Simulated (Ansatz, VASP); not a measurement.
**Two plane-wave programs on ZrZn4N**

```
Zr Zn N
1.0
     4.72323    0.00000    0.00000
    -2.36161    4.09043    0.00000
     0.00000    0.00000    4.74404
Zr Zn N
1 4 1
Direct
  0.00000 0.00000 0.50000
  0.33333 0.66667 0.75269
  0.33333 0.66667 0.24731
  0.66667 0.33333 0.75269
  0.66667 0.33333 0.24731
  0.00000 0.00000 0.00000
```

Change from the starting cell: species swapped into the TiCrB4 type (P6/mmm, No. 191).

Alike in both runs: functional PBE; k mesh 6 × 6 × 4; occupations gaussian, width 0.1 eV; no spin polarisation.

Ansatz relaxed the structure, and its values are those at the end. VASP's run is a single point on that final structure, the one shown.

```csv
,VASP,Ansatz
version,VASP 6.6.1,Ansatz 0.2.0
potentials or method,"VASP PAW PBE potentials, release 64 (Zr_sv, Zn, N), cutoff 520 eV","scalar-relativistic, plane waves, PAW"
valence electrons in the cell,65,65
```

VASP gave:

* gap on the k mesh at the Fermi level (eV): none
* pressure (GPa): 0.5

What did Ansatz give for the same quantities?

gap on the k mesh at the Fermi level (eV): none; pressure (GPa): 0.2.

A gap of «none» marks a metal or a gap that the smearing closes.
